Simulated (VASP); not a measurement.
# GaN (F-43m) in VASP: settings compared, part 3 of 3

VASP 6.6.1. Earlier steps stand in the parts before.

**4. Single point, PBEsol**

This run uses another cell than the first one, of 10.07 Å³/atom, 0.880 times its volume.

File INCAR:

```
SYSTEM = GaN
ALGO     = Normal         ! electronic algorithm
EDIFF    = 1E-7           ! SCF threshold, eV
ENCUT    = 520            ! plane-wave cutoff, eV
GGA      = PS             ! functional
ISIF     = 2              ! what is computed and relaxed
ISMEAR   = -1             ! smearing method
LASPH    = .True.         ! aspherical terms in the spheres
LCHARG   = .False.        ! write CHGCAR
LREAL    = .False.        ! projectors in reciprocal space
LWAVE    = .False.        ! write WAVECAR
NBANDS   = 16             ! bands
NELM     = 60             ! most SCF steps
PREC     = Accurate       ! precision mode
SIGMA    = 0.05           ! smearing width, eV
```

File KPOINTS:

```
k-points
0
Gamma
  10 10 10
  0 0 0
```

File POSCAR:

```
GaN
1.0
    0.0000000000      2.1592837379      2.1592837379
    2.1592837379      0.0000000000      2.1592837379
    2.1592837379      2.1592837379      0.0000000000
Ga N
1 1
Direct
    0.0000000000      0.0000000000      0.0000000000
    0.2500000000      0.2500000000      0.2500000000
```

Potentials or basis: VASP PAW PBE potentials, release 64 (Ga_d, N).

Run with:

```bash
$ cat potpaw_PBE.64/Ga_d/POTCAR potpaw_PBE.64/N/POTCAR > POTCAR
$ mpirun -np 1 vasp_std > vasp.out
```

OUTCAR:

```text
SYSTEM = GaN
   EDIFF = 1E-7
   ENCUT = 520
   GGA = PS
   ISIF = 2
   ISMEAR = -1
   LASPH = .True.
   LREAL = .False.
   NELM = 60
   PREC = Accurate

 ion  position               nearest neighbor table
   1  0.000  0.000  0.000-   2 1.87   2 1.87   2 1.87   2 1.87
   2  0.250  0.250  0.250-   1 1.87   1 1.87   1 1.87   1 1.87

  LATTYP: Found a face centered cubic cell.
 ALAT       =     4.3185674758

  Lattice vectors:

 A1 = (   0.0000000000,   2.1592837379,   2.1592837379)
 A2 = (   2.1592837379,   0.0000000000,   2.1592837379)
 A3 = (   2.1592837379,   2.1592837379,   0.0000000000)

Analysis of symmetry for initial positions (statically):
=====================================================================
 Subroutine PRICEL returns:
 Original cell was already a primitive cell.

 Routine SETGRP: Setting up the symmetry group for a
 face centered cubic supercell.

 Subroutine GETGRP returns: Found 24 space group operations
 (whereof 24 operations were pure point group operations)
 out of a pool of 48 trial point group operations.

The static configuration has the point symmetry T_d .

Analysis of symmetry for dynamics (positions and initial velocities):
=====================================================================
 Subroutine PRICEL returns:
 Original cell was already a primitive cell.

 Routine SETGRP: Setting up the symmetry group for a
 face centered cubic supercell.

 Subroutine GETGRP returns: Found 24 space group operations
 (whereof 24 operations were pure point group operations)
 out of a pool of 48 trial point group operations.

The dynamic configuration has the point symmetry T_d .

 Subroutine INISYM returns: Found 24 space group operations
 (whereof 24 operations are pure point group operations),
 and found     1 'primitive' translations

----------------------------------------------------------------------------------------

                                     Primitive cell

  volume of cell :      20.1353

  direct lattice vectors                    reciprocal lattice vectors
     0.000000000  2.159283738  2.159283738    -0.231558267  0.231558267  0.231558267
     2.159283738  0.000000000  2.159283738     0.231558267 -0.231558267  0.231558267
     2.159283738  2.159283738  0.000000000     0.231558267  0.231558267 -0.231558267

  length of vectors
     3.053688347  3.053688347  3.053688347     0.401070683  0.401070683  0.401070683

  position of ions in fractional coordinates (direct lattice)
     0.000000000  0.000000000  0.000000000
     0.250000000  0.250000000  0.250000000

  ion indices of the primitive-cell ions
   primitive index   ion index
                 1           1
                 2           2

----------------------------------------------------------------------------------------

 KPOINTS: k-points

Automatic generation of k-mesh.
 Grid dimensions read from file:
 generate k-points for:   10   10   10

 Generating k-lattice:

  Cartesian coordinates                     Fractional coordinates (reciprocal lattice)
    -0.023155827  0.023155827  0.023155827     0.100000000  0.000000000  0.000000000
     0.023155827 -0.023155827  0.023155827     0.000000000  0.100000000  0.000000000
     0.023155827  0.023155827 -0.023155827     0.000000000  0.000000000  0.100000000

  Length of vectors
     0.040107068  0.040107068  0.040107068

  Shift w.r.t. Gamma in fractional coordinates (k-lattice)
     0.000000000  0.000000000  0.000000000

 Subroutine IBZKPT returns following result:
 ===========================================

 Found     47 irreducible k-points:

 Following reciprocal coordinates:
            Coordinates               Weight
  0.000000  0.000000  0.000000      1.000000
  0.100000  0.000000  0.000000      8.000000
  0.200000  0.000000  0.000000      8.000000
  0.300000  0.000000  0.000000      8.000000
  0.400000  0.000000  0.000000      8.000000
  0.500000  0.000000  0.000000      4.000000
[... 16 lines left out ...]
  0.300000  0.300000  0.000000      6.000000
  0.400000  0.300000  0.000000     24.000000
 [... further k-points ...]
   k-points           NKPTS =     47   k-points in BZ     NKDIM =     47   number of bands    NBANDS=     16
   number of dos      NEDOS =    301   number of ions     NIONS =      2
   total plane-waves  NPLWV =  13824
   dimension x,y,z NGX =    24 NGY =   24 NGZ =   24
   dimension x,y,z NGXF=    48 NGYF=   48 NGZF=   48
   ions per type =               1   1
   NGX,Y,Z   is equivalent  to a cutoff of  13.07, 13.07, 13.07 a.u.
   NGXF,Y,Z  is equivalent  to a cutoff of  26.13, 26.13, 26.13 a.u.
 SYSTEM =  GaN
   PREC   = accura    normal or accurate (medium, high low for compatibility)
   ISTART =      0    job   : 0-new  1-cont  2-samecut
   ICHARG =      2    charge: 1-file 2-atom 10-const
   ISPIN  =      1    spin polarized calculation?
   LNONCOLLINEAR =      F non collinear calculations
   LSORBIT =      F    spin-orbit coupling
   LASPH  =      T    aspherical Exc in radial PAW
   ENCUT  =  520.0 eV  38.22 Ry    6.18 a.u.   5.68  5.68  5.68*2*pi/ulx,y,z
   NELM   =     60;   NELMIN=  2; NELMDL= -5     # of ELM steps
   EDIFF  = 0.1E-06   stopping-criterion for ELM
   LREAL  =      F    real-space projection
   EDIFFG = 0.1E-05   stopping-criterion for IOM
   NSW    =      0    number of steps for IOM
   IBRION =     -1    ionic relax: 0-MD 1-quasi-New 2-CG
   NFREE  =      0    steps in history (QN), initial steepest desc. (CG)
   ISIF   =      2    stress and relaxation
   ISYM   =      2    0-nonsym 1-usesym 2-fastsym
   POTIM  = 0.5000    time-step for ionic-motion
   TEBEG  =    0.0;   TEEND  =   0.0 temperature during run
   PSTRESS=    0.0 pullay stress
   NELECT =      18.0000    total number of electrons
   NUPDOWN=      -1.0000    fix difference up-down
   EMIN   =  10.00;   EMAX   =-10.00  energy-range for DOS
   EFERMI =   0.00;   METHOD = LEGACY
   ISMEAR =    -1;   SIGMA  =   0.05  broadening in eV -4-tet -1-fermi 0-gaus
   EFERMI_NEDOS =   21; number of points for ismear=-14 and -15
   IALGO  =     38    algorithm
   IMIX   =      4    mixing-type and parameters
     AMIX     =   0.40;   BMIX     =  1.00
     AMIX_MAG =   1.60;   BMIX_MAG =  1.00
  volume/ion in A,a.u.               =      10.07        67.94
  Fermi-wavevector in a.u.,A,eV,Ry     =   1.577052  2.980196 33.838945  2.487092
  Thomas-Fermi vector in A             =   2.677792
   LORBIT       =      0    0 simple, 1 ext, 2 COOP (PROOUT), +10 PAW based schemes
   GGA     = PS    functional components
   LHFCALC =     F    Hartree Fock is set to
   AEXX    =    0.0000 exact exchange contribution
   IVDW    =     0    specifies the selected vdW correction
   LEPSILON=     F    determine dielectric tensor
   LRPA    =     F    only Hartree local field effects (RPA)
 non-spin polarized calculation
  energy-cutoff  :      520.00
  volume of cell :       20.14
 maximum number of plane-waves:       552
   NGX = 11   NGY = 11   NGZ = 11

 number of electron      17.9999991 magnetization

 Free energy of the ion-electron system (eV)
  ---------------------------------------------------
  ext. energy  EPLUGINS =         0.00000000
  ---------------------------------------------------
  free energy    TOTEN  =       -12.90559724 eV

  energy without entropy =      -12.90559724  energy(sigma->0) =      -12.90559724

 E-fermi :   7.6407     XC(G=0): -12.6071

 val. band max:        6.6542339413   @ k =   0.0000   0.0000   0.0000
 cond. band min:       9.1537486262   @ k =   0.0000   0.0000   0.0000
 fundamental gap:      2.4995146849
 Fermi energy:         7.6406972912

 k-point     1 :       0.0000    0.0000    0.0000
  band No.  band energies     occupation
      1     -10.4770      2.00000
      2      -6.9473      2.00000
      3      -6.9473      2.00000
      4      -6.9473      2.00000
      5      -6.4666      2.00000
      6      -6.4666      2.00000
[... 8 lines left out ...]
     15      26.3265      0.00000
     16      26.3265      0.00000

 k-point     2 :       0.1000    0.0000    0.0000
  band No.  band energies     occupation
      1     -10.3356      2.00000
      2      -6.9275      2.00000
      3      -6.9275      2.00000
      4      -6.9186      2.00000
      5      -6.4689      2.00000
      6      -6.4689      2.00000
[... 8 lines left out ...]
     15      24.9620      0.00000
     16      25.0190      0.00000
[... 387 lines left out ...]
      5      -6.3942      2.00000
      6      -6.1766      2.00000
[... 8 lines left out ...]
     15      29.8776      0.00000
     16      31.1769      0.00000

 k-point    24 :       0.4000    0.3000    0.0000
  band No.  band energies     occupation
      1      -9.0308      2.00000
      2      -6.8046      2.00000
      3      -6.6206      2.00000
      4      -6.6169      2.00000
      5      -6.3796      2.00000
      6      -5.6989      2.00000
[... 8 lines left out ...]
     15      30.4046      0.00000
     16      30.9726      0.00000

 [... further k-points ...]
[... 5 lines left out ...]
  --------------------------------------------------------------------------------------
  -------------------------------------------------------------------------------------
  Total        3.7259480      3.7259480      3.7259480      0.0000000      0.0000000      0.0000000
  in kB      296.4751031    296.4751031    296.4751031      0.0000000      0.0000000      0.0000000
  external PRESSURE =     296.4751031 kB  Pullay stress =       0.0000000 kB

 VOLUME and BASIS-vectors are now :
 -----------------------------------------------------------------------------
  energy-cutoff  :      520.00
  volume of cell :       20.14
      direct lattice vectors                 reciprocal lattice vectors
     0.000000000  2.159283738  2.159283738    -0.231558267  0.231558267  0.231558267
     2.159283738  0.000000000  2.159283738     0.231558267 -0.231558267  0.231558267
     2.159283738  2.159283738  0.000000000     0.231558267  0.231558267 -0.231558267

 POSITION                                       TOTAL-FORCE (eV/Angst)
 -----------------------------------------------------------------------------------
      0.00000      0.00000      0.00000         0.000000      0.000000      0.000000
      1.07964      1.07964      1.07964        -0.000000     -0.000000     -0.000000
 -----------------------------------------------------------------------------------
    total drift:                                0.000002      0.000002      0.000002

  FREE ENERGIE OF THE ION-ELECTRON SYSTEM (eV)
  ---------------------------------------------------
  free  energy   TOTEN  =       -12.9055972428 eV

  energy  without entropy=      -12.9055972428  energy(sigma->0) =      -12.90559724
```

Run time: 16 s. Hardware: 1 thread of Intel Xeon 8259CL, shared host; peak memory 0.14 GiB.

Results:

```
Free energy            : -12.9056 eV
Pressure               : 29.6 GPa
Band gap on the k mesh : 2.50 eV, direct
```

Caveat: the PAW data sets were made with another functional, which shifts forces and pressure a little. Expect the measured gap to be larger: semilocal functionals such as PBEsol lack the derivative discontinuity.

**5. Single point, PBEsol**

This run uses another cell than the first one, of 10.42 Å³/atom, 0.911 times its volume.

File INCAR:

```
PREC     = Accurate       # precision mode
ENCUT    = 520            # plane-wave cutoff, eV
EDIFF    = 1E-6           # SCF threshold, eV
ISMEAR   = -1             # smearing method
SIGMA    = 0.05           # smearing width, eV
LREAL    = False          # projectors in reciprocal space
LASPH    = True           # aspherical terms in the spheres
NELM     = 80             # most SCF steps
ALGO     = Normal         # electronic algorithm
ISIF     = 2              # what is computed and relaxed
LWAVE    = False          # write WAVECAR
LCHARG   = False          # write CHGCAR
GGA      = PS             # functional
NBANDS   = 16             # bands
```

File KPOINTS:

```
Automatic mesh
0
Gamma
  10 10 10
```

File POSCAR:

```
GaN
1.0
    0.0000000000      2.1843132870      2.1843132870
    2.1843132870      0.0000000000      2.1843132870
    2.1843132870      2.1843132870      0.0000000000
Ga N
1 1
Direct
    0.0000000000      0.0000000000      0.0000000000
    0.2500000000      0.2500000000      0.2500000000
```

Run with:

```bash
$ cat potpaw_PBE.64/Ga_d/POTCAR potpaw_PBE.64/N/POTCAR > POTCAR
$ mpirun -np 1 vasp_std > vasp.out
```

Wall time 15 s (1 thread of Intel Xeon 8259CL, shared host); peak memory 0.15 GiB.

It converged, with:

```
Free energy            : -13.0144 eV
Pressure               : 19.7 GPa
Band gap on the k mesh : 2.28 eV, direct
```

Levels at points of the mesh, in eV from the valence-band top:
| k point | band 5 | band 6 | band 7 | band 8 | band 9 | band 10 | band 11 | band 12 | band 13 | band 14 |
| --- | --- | --- | --- | --- | --- | --- | --- | --- | --- | --- |
| (0.00, 0.00, 0.00) | -13.10 | -13.10 | 0.00 | 0.00 | 0.00 | 2.28 | 10.79 | 10.79 | 10.79 | 18.62 |
| (0.50, 0.00, 0.00) | -13.04 | -11.84 | -7.77 | -1.10 | -1.10 | 5.20 | 9.09 | 10.74 | 10.74 | 16.25 |
| (0.50, 0.50, 0.00) | -13.00 | -11.43 | -6.58 | -3.09 | -3.09 | 3.24 | 7.08 | 12.29 | 14.88 | 14.88 |

Caveat: the PAW data sets were made with another functional, which shifts forces and pressure a little.

**6. Single point, PBEsol**

This run uses another cell than the first one, of 11.09 Å³/atom, 0.969 times its volume.

File INCAR:

```
SYSTEM = GaN
PREC     = Accurate       ! precision mode
ENCUT    = 520            ! plane-wave cutoff, eV
EDIFF    = 1E-6           ! SCF threshold, eV
ISMEAR   = -1             ! smearing method
SIGMA    = 0.05           ! smearing width, eV
LREAL    = .False.        ! projectors in reciprocal space
LASPH    = .True.         ! aspherical terms in the spheres
NELM     = 80             ! most SCF steps
ALGO     = Normal         ! electronic algorithm
ISIF     = 2              ! what is computed and relaxed
LWAVE    = .False.        ! write WAVECAR
LCHARG   = .True.         ! write CHGCAR
GGA      = PS             ! functional
LELF     = .True.         ! ELF
LVHAR    = .True.       
NBANDS   = 16             ! bands
```

File KPOINTS:

```
regular mesh
0
Gamma
  10 10 10
  0 0 0
```

File POSCAR:

```
GaN
1.0
    0.0000000000      2.2302443590      2.2302443590
    2.2302443590      0.0000000000      2.2302443590
    2.2302443590      2.2302443590      0.0000000000
Ga N
1 1
Direct
    0.0000000000      0.0000000000      0.0000000000
    0.2500000000      0.2500000000      0.2500000000
```

Potentials or basis: VASP PAW PBE potentials, release 64 (Ga_d, N).

Run with:

```bash
$ cat potpaw_PBE.64/Ga_d/POTCAR potpaw_PBE.64/N/POTCAR > POTCAR
$ mpirun -np 1 vasp_std > vasp.out
```

It took 17 s on 1 thread of Intel Xeon 8259CL, shared host; peak memory 0.15 GiB.

Results (log left out):

| Quantity | Value |
| --- | --- |
| Free energy | -13.1143 eV |
| Pressure | 4.8 GPa |
| Band gap on the k mesh | 1.88 eV, direct |

Levels at points of the mesh, in eV from the valence-band top:
```csv
k point,band 7,band 8,band 9,band 10,band 11,band 12
"(0.00, 0.00, 0.00)",0.00,0.00,0.00,1.88,10.40,10.40
"(0.50, 0.00, 0.00)",-7.32,-1.02,-1.02,4.78,8.79,10.42
"(0.50, 0.50, 0.00)",-6.31,-2.85,-2.85,3.23,6.74,11.80
```

Caveat: the PAW data sets were made with another functional, which shifts forces and pressure a little.

**7. The runs side by side**

```csv
level,cell,k mesh,grid for exact exchange (PRECFOCK),share of exact exchange,screening parameter,gap on the mesh (eV),pressure (GPa)
PBE-based screened hybrid,"a = 3.187 Å, angles 60.0°, 2 atoms",5 × 5 × 5,Normal,0.25,0.15 1/Å,3.15,-1.6
PBE-based screened hybrid,"a = 3.187 Å, angles 60.0°, 2 atoms",5 × 5 × 5,Normal,0.25,0.2 1/Å,3.01,-1.4
PBEsol,"a = 3.054 Å, angles 60.0°, 2 atoms",10 × 10 × 10,-,-,-,2.50,29.6
PBEsol,"a = 3.089 Å, angles 60.0°, 2 atoms",10 × 10 × 10,-,-,-,2.28,19.7
PBEsol,"a = 3.154 Å, angles 60.0°, 2 atoms",10 × 10 × 10,-,-,-,1.88,4.8
```

Alike in all rows: task single point; potentials or basis VASP PAW PBE potentials, release 64 (Ga_d, N); no spin polarisation; cutoff (eV) 520; smearing fermi-dirac 0.05 eV.

Caveats: some runs use coarse meshes; the PAW data sets were made with another functional, which shifts forces and pressure a little.

Absolute energies hang on the potentials; compare differences alone.
